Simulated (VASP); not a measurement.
Input of a VASP 6.6.1 run:

The input INCAR:

```
PREC = Accurate
ENCUT = 600
EDIFF = 1E-7
ISMEAR = -1
SIGMA = 0.1
LREAL = False
LASPH = True
NELM = 60
ALGO = Normal
ISIF = 3
LWAVE = False
LCHARG = False
IBRION = 2
NSW = 80
EDIFFG = -0.01
```

The input KPOINTS:

```
Automatic mesh
0
Gamma
  10 10 10
```

File POSCAR:

```
La
1.0
    0.0000000000      2.6546496237      2.6546496237
    2.6546496237      0.0000000000      2.6546496237
    2.6546496237      2.6546496237      0.0000000000
La
1
Direct
    0.0000000000      0.0000000000      0.0000000000
```

Potentials or basis: VASP PAW LDA potentials, release 64 (La).

Launch:

```sh
$ cat potpaw_LDA.64/La/POTCAR > POTCAR
$ mpirun -np 1 vasp_std > vasp.out
```

Estimate the relaxed volume.

31.88 Å³/atom.

Predict the space group after relaxing (to 0.05 Å).

Fm-3m (No. 225).

Step by step:
| step | energy change (eV) | largest force (eV/Å) | pressure (GPa) | volume (Å³) |
| --- | --- | --- | --- | --- |
| 1 | 0.0000 | 0.0000 | -3.53 | 37.42 |
| 2 | -0.0612 | 0.0000 | -0.92 | 33.13 |
| 3 | -0.0648 | 0.0000 | -0.06 | 31.98 |
| 4 | -0.0648 | 0.0000 | 0.03 | 31.88 |
